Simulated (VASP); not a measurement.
Here is a VASP 6.6.1 calculation.

INCAR

```
SYSTEM = CdSe
  ALGO = Normal
  EDIFF = 1E-6
  ENCUT = 500
  GGA = PS
  GGA_COMPAT = .False.
  ISIF = 2
  ISMEAR = 0
  LASPH = .True.
  LCHARG = .True.
  LELF = .True.
  LREAL = .False.
  LVHAR = .True.
  LWAVE = .False.
  NBANDS = 16
  NELM = 120
  PREC = Accurate
  SIGMA = 0.1
```

File KPOINTS:

```
k-points
0
Gamma
  6 6 6
  0 0 0
```

The input POSCAR:

```
CdSe
1.0
    0.0000000000      3.0702711986      3.0702711986
    3.0702711986      0.0000000000      3.0702711986
    3.0702711986      3.0702711986      0.0000000000
Cd Se
1 1
Direct
    0.0000000000      0.0000000000      0.0000000000
    0.7500000000      0.7500000000      0.7500000000
```

Potentials or basis: VASP PAW PBE potentials, release 64 (Cd, Se).

The run is started by

```bash
$ cat potpaw_PBE.64/Cd/POTCAR potpaw_PBE.64/Se/POTCAR > POTCAR
$ mpirun -np 1 vasp_std > vasp.out
```

Problem. Estimate the pressure.

Solution. -1.1 GPa.

Problem. What does it give for the band gap on the k mesh?

Solution. 0.42 eV, direct.

Caveat: the PAW data sets were made with another functional, which shifts forces and pressure a little. A hybrid or GW would open this gap; PBEsol tends to underestimate it.
